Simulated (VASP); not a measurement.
## H4C: single point with PBE+D3(BJ)

The system is H4C.

```
CELL_PARAMETERS angstrom
7.87299 0.00000 0.00000
0.00000 7.87299 0.00000
0.00000 0.00000 7.87299
ATOMIC_POSITIONS crystal
C 0.45891 0.98920 0.66975
C 0.57906 0.86378 0.59341
C 0.14932 0.70702 0.43846
C 0.26440 0.68575 0.28985
C 0.50969 0.34418 0.04581
C 0.68155 0.25829 0.09144
C 0.94609 0.32114 0.59689
C 0.05186 0.25401 0.45130
H 0.32408 0.98607 0.61228
H 0.44880 0.95647 0.81087
H 0.49260 0.12735 0.66145
H 0.70358 0.87970 0.65678
H 0.55162 0.73597 0.61268
H 0.59417 0.87936 0.45457
H 0.18298 0.61066 0.53658
H 0.15086 0.83459 0.50199
H 0.01771 0.67859 0.41127
H 0.20312 0.77663 0.20453
H 0.39063 0.73012 0.32479
H 0.26635 0.55584 0.23560
H 0.52957 0.44574 0.94692
H 0.42564 0.25100 0.97958
H 0.45044 0.40415 0.15279
H 0.64913 0.13756 0.17021
H 0.76814 0.23372 0.98551
H 0.75482 0.34052 0.18290
H 0.98240 0.45590 0.63784
H 0.80586 0.32892 0.58536
H 0.97813 0.24035 0.70641
H 0.04040 0.11783 0.44000
H 0.01386 0.30673 0.33207
H 0.18468 0.27734 0.47596
H 0.06158 0.43654 0.99536
H 0.01329 0.50287 0.95920
H 0.88533 0.91564 0.29811
H 0.81284 0.96969 0.28129
H 0.13033 0.66715 0.79749
H 0.21899 0.70476 0.81365
H 0.11369 0.01531 0.07051
H 0.17843 0.06320 0.02271
```

* Program: VASP 6.6.1
* Task: single point
* Functional: PBE
* Dispersion: D3(BJ)
* Potentials or basis: VASP PAW PBE potentials, release 64 (C, H)
* Cutoff: 520 eV
* k mesh: 1 × 1 × 1
* Occupations: fermi-dirac, width 0.05 eV
* Spin: no spin polarisation

| Item | Value |
| --- | --- |
| Pressure | 0.1 GPa |
| Largest force | 2.589 eV/Å |
| Band gap on the k mesh | 6.44 eV |
| Dispersion energy per atom | -0.028 eV |

Forces in eV/Å, atoms in the order of the input:
```
C   -2.173  0.502  1.134
C    1.588  1.853 -0.864
C    0.004 -0.957  2.340
C   -0.622  0.797 -0.482
C    1.109 -0.294 -2.154
C   -0.756 -0.215  2.075
C    0.219  1.140  1.359
C   -0.534  0.019  0.343
H    1.313 -0.216  0.666
H   -0.226  0.518 -1.052
H    0.345 -0.754 -0.051
H    0.082  0.094 -0.411
H   -1.007 -2.017  0.458
H    0.171  0.120  0.286
H   -0.116  0.570 -0.087
H    0.219 -0.645 -0.532
H   -0.603 -0.043 -0.384
H    0.770 -0.133 -1.063
H    0.348 -0.098 -0.300
H   -0.077  0.491  0.193
H   -0.031 -0.348  0.595
H    0.096  0.359  0.568
H   -0.420  0.016  0.606
H    0.641  1.141 -1.143
H   -0.279 -0.303 -0.130
H   -0.382 -0.369 -0.524
H   -0.116 -1.136 -0.514
H    0.327 -0.457 -0.383
H   -0.362  0.152  0.248
H   -0.216 -0.571 -0.044
H    0.004  0.457 -0.921
H    0.641  0.314 -0.048
H    0.865 -1.285  0.735
H   -0.938  1.179 -0.584
H    0.738 -0.613  0.153
H   -0.695  0.520 -0.215
H    0.685  0.348  0.197
H   -0.596 -0.172 -0.039
H   -0.339 -0.210  0.221
H    0.323  0.246 -0.252
```

Stress tensor (GPa, compression positive):
```
-0.01  0.37 -0.85
 0.37 -0.60 -0.42
-0.85 -0.42  0.85
```

Levels at points of the mesh, in eV from the valence-band top:
```
           k point  band 30  band 31  band 32  band 33  band 34  band 35
(0.00, 0.00, 0.00)    -0.39    -0.25     0.00     6.44     7.08     7.42
```

Run time: 46 s on 1 thread of Intel(R) Xeon(R) Platinum 8488C (Sapphire Rapids) (shared host), peak memory 0.45 GiB.

Caveat: the k points lie up to 0.80 Å⁻¹ apart.
